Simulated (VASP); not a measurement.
Si3N4, 14 atoms in the cell. It takes space group P6_3/m (No. 176, hexagonal). Conventional cell: a = 7.604 Å, b = 7.604 Å, c = 2.906 Å, α = 90.00°, β = 90.00°, γ = 120.00°. Within 2.3 Å of Si (site symmetry m) lie 4 N at 1.73 to 1.74 Å. Within 2.3 Å of N (site symmetry m) lie 3 Si at 1.74 Å. N (site symmetry -6) has 3 Si at 1.73 Å within 2.3 Å. 

```yaml
Program: VASP 6.6.1
Task: single point
Functional: PBE
Potentials_or_basis: VASP PAW PBE potentials, release 64 (Si, N)
Cutoff: 520 eV
k_mesh: 3 × 3 × 6
Occupations: gaussian, width 0.1 eV
Spin: no spin polarisation
Dipole_correction: no
Further_INCAR_settings: ALGO = Normal; EDIFF = 1e-06; NBANDS = 45
```

Potentials or basis: VASP PAW PBE potentials, release 64 (Si, N).

Launch:

```sh
$ cat potpaw_PBE.64/Si/POTCAR potpaw_PBE.64/N/POTCAR > POTCAR
$ mpirun -np 1 vasp_std > vasp.out
```

Hardware: 1 thread of Intel(R) Xeon(R) Platinum 8488C (Sapphire Rapids), on a shared host.

Task: How long does it take, and how much memory?

Result: It took 56 s on 1 thread of Intel(R) Xeon(R) Platinum 8488C (Sapphire Rapids), with other jobs on the host, peak memory 0.28 GiB. Counts: scf iterations 15, k points 12.
